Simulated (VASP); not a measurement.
# SrAlPtC6N6: single point with PBE

The system is SrAlPtC6N6.

```
CELL_PARAMETERS angstrom
0.00000 5.48920 5.48920
5.48920 0.00000 5.48920
5.48920 5.48920 0.00000
ATOMIC_POSITIONS crystal
Sr 0.75000 0.75000 0.75000
Al 0.00000 0.00000 0.00000
Pt 0.50000 0.50000 0.50000
C 0.81078 0.18922 0.18922
C 0.18922 0.18922 0.81078
C 0.81078 0.18922 0.81078
C 0.18922 0.81078 0.81078
C 0.81078 0.81078 0.18922
C 0.18922 0.81078 0.18922
N 0.70430 0.29570 0.29570
N 0.29570 0.29570 0.70430
N 0.70430 0.29570 0.70430
N 0.29570 0.70430 0.70430
N 0.70430 0.70430 0.29570
N 0.29570 0.70430 0.29570
```

| Quantity | Value |
| --- | --- |
| Program | VASP 6.6.1 |
| Task | single point |
| Functional | PBE |
| Potentials or basis | VASP PAW PBE potentials, release 64 (Sr_sv, Al, Pt, C, N) |
| Cutoff | 520 eV |
| k mesh | 4 × 4 × 4 |
| Occupations | gaussian, width 0.1 eV |
| Spin | collinear spin |
| Starting moments | [0.0, 0.0, 1.0, 0.0, 0.0, 0.0, 0.0, 0.0, 0.0, 0.0, 0.0, 0.0, 0.0, 0.0, 0.0] μB |
| Dipole correction | no |
| Further INCAR settings | LREAL = Auto; ALGO = Normal; EDIFF = 1e-06; NBANDS = 56 |

The pressure is 0.4 GPa, the largest force is 0.402 eV/Å and the net moment is 1.83 μB per cell. The site moments are Sr +0.02; Al +0.01; Pt +1.21; C +0.00; N +0.07 μB and the valence electrons inside the program's atomic spheres are Sr 7.76; Al 0.71; Pt 8.89; C 2.61; N 3.85.

Forces in eV/Å, atoms in the order of the input:
```
Sr   0.000  0.000  0.000
Al   0.000  0.000  0.000
Pt   0.000  0.000  0.000
C   -0.398  0.000  0.000
C    0.000  0.000 -0.398
C    0.000  0.398  0.000
C    0.398  0.000  0.000
C    0.000  0.000  0.398
C    0.000 -0.398  0.000
N    0.402  0.000  0.000
N    0.000  0.000  0.402
N    0.000 -0.402  0.000
N   -0.402  0.000  0.000
N    0.000  0.000 -0.402
N    0.000  0.402  0.000
```

Levels at points of the mesh, in eV from the Fermi level:
Spin up:
```csv
k point,band 36,band 37,band 38,band 39,band 40,band 41,band 42,band 43,band 44,band 45
"(0.00, 0.00, 0.00)",-3.68,-3.68,-0.94,-0.94,-0.60,0.57,0.57,0.57,1.01,1.01
"(0.50, 0.00, 0.00)",-3.45,-3.44,-1.04,-1.04,-0.03,0.58,0.58,0.58,1.10,1.10
"(0.50, 0.50, 0.00)",-3.34,-3.34,-1.11,-0.93,0.22,0.88,0.88,1.02,1.03,1.19
```
Spin down:
| k point | band 35 | band 36 | band 37 | band 38 | band 39 | band 40 |
| --- | --- | --- | --- | --- | --- | --- |
| (0.00, 0.00, 0.00) | -3.28 | -3.28 | -3.28 | -0.48 | 0.14 | 0.14 |
| (0.50, 0.00, 0.00) | -3.04 | -3.03 | -3.03 | 0.06 | 0.06 | 0.10 |
| (0.50, 0.50, 0.00) | -3.28 | -2.93 | -2.93 | 0.01 | 0.16 | 0.36 |

Wall time 6.3 min on 1 thread of Intel(R) Xeon(R) 6975P-C (Granite Rapids), on a shared host, peak memory 0.77 GiB.

Caveat: spin-orbit coupling is left out, which moves the levels of the heavy elements.
